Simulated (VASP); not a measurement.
Wanted: the native input for a VASP 6.6.1 run.

```
Task                   : single point
Functional             : PBE
Potentials or basis    : VASP PAW PBE potentials, release 64 (Ca_sv, O)
Cutoff                 : 520 eV
k mesh                 : 10 × 10 × 10
Occupations            : fermi-dirac, width 0.02 eV
Spin                   : no spin polarisation
Dipole correction      : no
Further INCAR settings : ALGO = Normal; EDIFF = 1e-06; NBANDS = 15
```

The structure of CaO lies in POSCAR:

```
CaO
1.0
    0.0000000000      2.3428859718      2.3428859718
    2.3428859718      0.0000000000      2.3428859718
    2.3428859718      2.3428859718      0.0000000000
Ca O
1 1
Direct
    0.0000000000      0.0000000000      0.0000000000
    0.5000000000      0.5000000000      0.5000000000
```

This cell differs from its parent crystal: strain -2.3%.

The input as run:

INCAR

```
ALGO = Normal ; EDIFF = 1E-6
ENCUT = 520 ; GGA = PE
ISIF = 2 ; ISMEAR = -1
LASPH = True ; LCHARG = False
LREAL = False ; LWAVE = False
NBANDS = 15 ; NELM = 60
PREC = Accurate ; SIGMA = 0.02
```

KPOINTS

```
k-points
0
Gamma
  10 10 10
```

Potentials or basis: VASP PAW PBE potentials, release 64 (Ca_sv, O).

Command:

```bash
$ cat potpaw_PBE.64/Ca_sv/POTCAR potpaw_PBE.64/O/POTCAR > POTCAR
$ mpirun -np 1 vasp_std > vasp.out
```

It gave:

```
Pressure               : 12.6 GPa
Band gap on the k mesh : 3.60 eV (least direct gap 3.95 eV)
```

Caveat: the cell differs from its parent crystal (strain -2.3%); the cell stands under pressure.

Wall time 13 s on 1 thread of Intel(R) Xeon(R) Platinum 8488C (Sapphire Rapids), with other jobs on the host, peak memory 0.16 GiB.
